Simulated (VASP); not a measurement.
# AlNi (Pm-3m) in VASP: single point with PBE

Aim: the single point of AlNi with PBE.

All numbers are computed with VASP 6.6.1; they aren't measurements. Logs are shortened: lines on timing, memory, paths and dates and some standing lists are left out, and cuts for length are marked.

### Step 1. The cell of the first run

Symmetry: Pm-3m, No. 221, cubic system. The conventional cell has a = 2.881 Å, b = 2.881 Å, c = 2.881 Å, α = 90.00°, β = 90.00°, γ = 90.00°. Al (site symmetry m-3m) has 8 Ni at 2.50 Å and 6 Al at 2.88 Å within 3.3 Å. Ni (site symmetry m-3m) has 8 Al at 2.50 Å and 6 Ni at 2.88 Å within 3.3 Å.

### Step 2. Single point, PBE, collinear spin, ferromagnetic start

The input, INCAR:

```
SYSTEM = AlNi
  PREC = Accurate
  ENCUT = 520
  EDIFF = 1E-6
  ISMEAR = -1
  SIGMA = 0.1
  LREAL = .False.
  LASPH = .True.
  NELM = 150
  ALGO = Normal
  ISIF = 2
  LWAVE = .False.
  LCHARG = .False.
  ISPIN = 2
  MAGMOM = 0 0 2 2
  LORBIT = 11
  LMAXMIX = 4
  GGA = PE
  NBANDS = 25
```

The input, KPOINTS:

```
regular mesh
0
Gamma
  8 6 6
  0 0 0
```

The input, POSCAR:

```
AlNi
1.0
   -2.8810000000      0.0000000000      0.0000000000
    0.0000000000     -2.8810000000     -2.8810000000
    0.0000000000     -2.8810000000      2.8810000000
Al Ni
2 2
Direct
    0.0000000000      0.0000000000      0.0000000000
    0.0000000000      0.5000000000      0.5000000000
    0.5000000000      0.0000000000      0.5000000000
    0.5000000000      0.5000000000      0.0000000000
```

Potentials or basis: VASP PAW PBE potentials, release 64 (Al, Ni).

Started as:

```sh
cat potpaw_PBE.64/Al/POTCAR potpaw_PBE.64/Ni/POTCAR > POTCAR
mpirun -np 1 vasp_std > vasp.out
```

OUTCAR:

```text
SYSTEM = AlNi
   PREC = Accurate
   ENCUT = 520
   EDIFF = 1E-6
   ISMEAR = -1
   LREAL = .False.
   LASPH = .True.
   NELM = 150
   ISIF = 2
   ISPIN = 2
   LORBIT = 11
   GGA = PE

 ion  position               nearest neighbor table
   1  0.000  0.000  0.000-   3 2.50   4 2.50   3 2.50   4 2.50   3 2.50   4 2.50   3 2.50   4 2.50
                             2 2.88   2 2.88   2 2.88   2 2.88
   2  0.000  0.500  0.500-   3 2.50   4 2.50   4 2.50   3 2.50   3 2.50   4 2.50   4 2.50   3 2.50
                             1 2.88   1 2.88   1 2.88   1 2.88
   3  0.500  0.000  0.500-   1 2.50   2 2.50   1 2.50   2 2.50   1 2.50   2 2.50   1 2.50   2 2.50
                             4 2.88   4 2.88   4 2.88   4 2.88
   4  0.500  0.500  0.000-   1 2.50   2 2.50   2 2.50   1 2.50   1 2.50   2 2.50   2 2.50   1 2.50
                             3 2.88   3 2.88   3 2.88   3 2.88

  LATTYP: Found a simple tetragonal cell.
 ALAT       =     4.0743492732
 C/A-ratio  =     0.7071067812

  Lattice vectors:

 A1 = (   0.0000000000,  -2.8810000000,  -2.8810000000)
 A2 = (   0.0000000000,  -2.8810000000,   2.8810000000)
 A3 = (  -2.8810000000,   0.0000000000,   0.0000000000)

Analysis of symmetry for initial positions (statically):
=====================================================================
 Subroutine PRICEL returns following result:

  LATTYP: Found a simple cubic cell.
 ALAT       =     2.8810000000
[... 12 lines left out ...]
 Subroutine GETGRP returns: Found 16 space group operations
 (whereof 16 operations were pure point group operations)
 out of a pool of 16 trial point group operations.

The static configuration has the point symmetry D_4h.

Analysis of symmetry for dynamics (positions and initial velocities):
=====================================================================
 Subroutine PRICEL returns following result:

  LATTYP: Found a simple cubic cell.
 ALAT       =     2.8810000000
[... 12 lines left out ...]
 Subroutine GETGRP returns: Found 16 space group operations
 (whereof 16 operations were pure point group operations)
 out of a pool of 16 trial point group operations.

The dynamic configuration has the point symmetry D_4h.

Analysis of structural, dynamic, and magnetic symmetry:
=====================================================================
 Subroutine PRICEL returns following result:

  LATTYP: Found a simple cubic cell.
 ALAT       =     2.8810000000
[... 12 lines left out ...]
 Subroutine GETGRP returns: Found 16 space group operations
 (whereof 16 operations were pure point group operations)
 out of a pool of 16 trial point group operations.

The overall configuration has the point symmetry D_4h.

 Subroutine INISYM returns: Found 16 space group operations
 (whereof 16 operations are pure point group operations),
 and found     2 'primitive' translations

----------------------------------------------------------------------------------------
[... 123 lines left out ...]
   LRPA    =     F    only Hartree local field effects (RPA)
 spin polarized calculation
  energy-cutoff  :      520.00
  volume of cell :       47.83
 maximum number of plane-waves:      1320
 NGX is ok and might be reduce to    24
   NGX = 11   NGY = 15   NGZ = 15

 number of electron      26.0000023 magnetization       0.0004119

 number of electron      26.0000023 magnetization      -0.0001077

 Free energy of the ion-electron system (eV)
  ---------------------------------------------------
  ext. energy  EPLUGINS =         0.00000000
  ---------------------------------------------------
  free energy    TOTEN  =       -21.09705647 eV

  energy without entropy =      -21.03770987  energy(sigma->0) =      -21.06738317

 E-fermi :  10.0259     XC(G=0): -12.0486

 val. band max:       10.0003850158   @ k =   0.3750   0.1667   0.1667
 cond. band min:      10.0551235465   @ k =   0.0000   0.5000   0.1667
 fundamental gap:      0.0547385307
 Fermi energy:        10.0258841809

 spin component 1

 k-point     1 :       0.0000    0.0000    0.0000
  band No.  band energies     occupation
      1      -1.1116      1.00000
      2       4.7104      1.00000
      3       6.6672      1.00000
      4       6.7863      1.00000
      5       6.8014      1.00000
      6       7.1407      1.00000
[... 661 lines left out ...]
     24      21.4755      0.00000
     25      23.2581      0.00000

 [... further k-points ...]

 spin component 2

 k-point     1 :       0.0000    0.0000    0.0000
  band No.  band energies     occupation
      1      -1.1116      1.00000
      2       4.7105      1.00000
      3       6.6672      1.00000
      4       6.7862      1.00000
      5       6.8013      1.00000
      6       7.1408      1.00000
[... 661 lines left out ...]
     24      21.4755      0.00000
     25      23.2581      0.00000

 [... further k-points ...]
[... 5 lines left out ...]
  --------------------------------------------------------------------------------------
  -------------------------------------------------------------------------------------
  Total        0.8864298      0.5269250      0.5269250      0.0000000      0.0000000      0.0000000
  in kB       29.6958098     17.6522311     17.6522311      0.0000000      0.0000000      0.0000000
  external PRESSURE =      21.6667573 kB  Pullay stress =       0.0000000 kB

 VOLUME and BASIS-vectors are now :
 -----------------------------------------------------------------------------
  energy-cutoff  :      520.00
  volume of cell :       47.83
      direct lattice vectors                 reciprocal lattice vectors
    -2.881000000  0.000000000  0.000000000    -0.347101701  0.000000000  0.000000000
     0.000000000 -2.881000000 -2.881000000     0.000000000 -0.173550850 -0.173550850
     0.000000000 -2.881000000  2.881000000     0.000000000 -0.173550850  0.173550850

 POSITION                                       TOTAL-FORCE (eV/Angst)
 -----------------------------------------------------------------------------------
      0.00000      0.00000      0.00000         0.000000     -0.000000      0.000000
      0.00000     -2.88100      0.00000         0.000000     -0.000000      0.000000
     -1.44050     -1.44050      1.44050        -0.000000      0.000000     -0.000000
     -1.44050     -1.44050     -1.44050        -0.000000     -0.000000      0.000000
 -----------------------------------------------------------------------------------
    total drift:                               -0.000000      0.000000     -0.000000

  FREE ENERGIE OF THE ION-ELECTRON SYSTEM (eV)
  ---------------------------------------------------
  free  energy   TOTEN  =       -21.0970564691 eV

  energy  without entropy=      -21.0377098673  energy(sigma->0) =      -21.06738317

 total charge

# of ion       s       p       d       tot
------------------------------------------
    1        0.385   0.413   0.000   0.798
    2        0.385   0.413   0.000   0.798
    3        0.476   0.516   8.472   9.464
    4        0.476   0.516   8.472   9.464
--------------------------------------------------
tot          1.722   1.859  16.944  20.525

 magnetization (x)

# of ion       s       p       d       tot
------------------------------------------
    1       -0.000  -0.000   0.000  -0.000
    2       -0.000  -0.000   0.000  -0.000
    3        0.000   0.000   0.000   0.000
    4        0.000   0.000   0.000   0.000
--------------------------------------------------
tot         -0.000  -0.000   0.000  -0.000
```

OSZICAR:

```text
N       E                     dE             d eps       ncg     rms          rms(c)
DAV:   1     0.128180408524E+03    0.12818E+03   -0.10747E+04  5056   0.118E+03
DAV:   2    -0.159440749560E+02   -0.14412E+03   -0.13330E+03  5113   0.240E+02
DAV:   3    -0.232836005939E+02   -0.73395E+01   -0.71665E+01  6043   0.635E+01
DAV:   4    -0.234347338412E+02   -0.15113E+00   -0.15095E+00  5761   0.813E+00
DAV:   5    -0.234404036200E+02   -0.56698E-02   -0.56694E-02  6164   0.165E+00    0.201E+01
DAV:   6    -0.288763748794E+02   -0.54360E+01   -0.40598E+01  5798   0.116E+02    0.262E+01
DAV:   7    -0.211418209427E+02    0.77346E+01   -0.16806E+01  5814   0.697E+01    0.311E+00
DAV:   8    -0.211207107483E+02    0.21110E-01   -0.88872E-01  7015   0.108E+01    0.173E+00
DAV:   9    -0.210962559837E+02    0.24455E-01   -0.72933E-02  6560   0.309E+00    0.840E-01
DAV:  10    -0.210973570138E+02   -0.11010E-02   -0.33475E-03  6866   0.633E-01    0.378E-01
DAV:  11    -0.210967838973E+02    0.57312E-03   -0.22629E-03  7175   0.585E-01    0.156E-01
DAV:  12    -0.210970655435E+02   -0.28165E-03   -0.38900E-04  7023   0.257E-01    0.644E-02
DAV:  13    -0.210970606836E+02    0.48599E-05   -0.18610E-05  6355   0.429E-02    0.401E-02
DAV:  14    -0.210970567040E+02    0.39796E-05   -0.79775E-06  6471   0.425E-02    0.812E-03
DAV:  15    -0.210970564691E+02    0.23493E-06   -0.61664E-07  2836   0.889E-03
   1 F= -.21097056E+02 E0= -.21067383E+02  d E =-.593466E-01  mag=     0.0001
```

stdout:

```text
POSCAR found type information on POSCAR AlNi
 POSCAR found :  2 types and       4 ions
 scaLAPACK will be used
 LDA part: xc-table for (Slater+PW92), standard interpolation
 POSCAR, INCAR and KPOINTS ok, starting setup
 FFT: planning ... GRIDC
 FFT: planning ... GRID_SOFT
 FFT: planning ... GRID
 WAVECAR not read
 entering main loop
```

Wall time 2.7 min (1 thread of AMD EPYC 7R43 (Zen 3), shared host); peak memory 0.18 GiB.

Results:

| Property | Result |
| --- | --- |
| Free energy | -21.0971 eV |
| Pressure | 2.2 GPa |
| Band gap on the k mesh | zero (filled and empty bands overlap) |
| Net moment | 0.00 μB per cell |
| Valence electrons inside the program's atomic spheres | Al 0.80; Ni 9.46 |

Levels at points of the mesh, in eV from the Fermi level:
Spin up:
```tsv
k point	band 11	band 12	band 13	band 14	band 15	band 16
(0.00, 0.00, 0.00)	-1.54	-1.54	-1.03	1.48	2.46	5.50
(0.50, 0.00, 0.00)	-0.98	-0.64	2.00	2.00	2.01	3.69
(0.00, 0.50, 0.00)	-1.81	-1.81	1.02	1.02	2.61	2.61
(0.50, 0.50, 0.00)	-1.25	-1.25	-0.57	-0.57	5.28	5.28
(0.00, 0.50, 0.50)	-1.46	-1.46	-0.66	-0.66	8.28	8.28
(0.50, 0.50, 0.50)	-2.08	-2.08	-1.02	-1.02	1.48	1.48
```
Spin down:
```
           k point  band 11  band 12  band 13  band 14  band 15  band 16
(0.00, 0.00, 0.00)    -1.54    -1.54    -1.03     1.48     2.46     5.50
(0.50, 0.00, 0.00)    -0.98    -0.64     2.00     2.00     2.01     3.69
(0.00, 0.50, 0.00)    -1.81    -1.81     1.02     1.02     2.61     2.61
(0.50, 0.50, 0.00)    -1.25    -1.25    -0.57    -0.57     5.28     5.28
(0.00, 0.50, 0.50)    -1.46    -1.46    -0.66    -0.66     8.28     8.28
(0.50, 0.50, 0.50)    -2.08    -2.08    -1.02    -1.02     1.48     1.48
```

Caveat: the starting moments collapsed, and a magnetic state may lie lower.
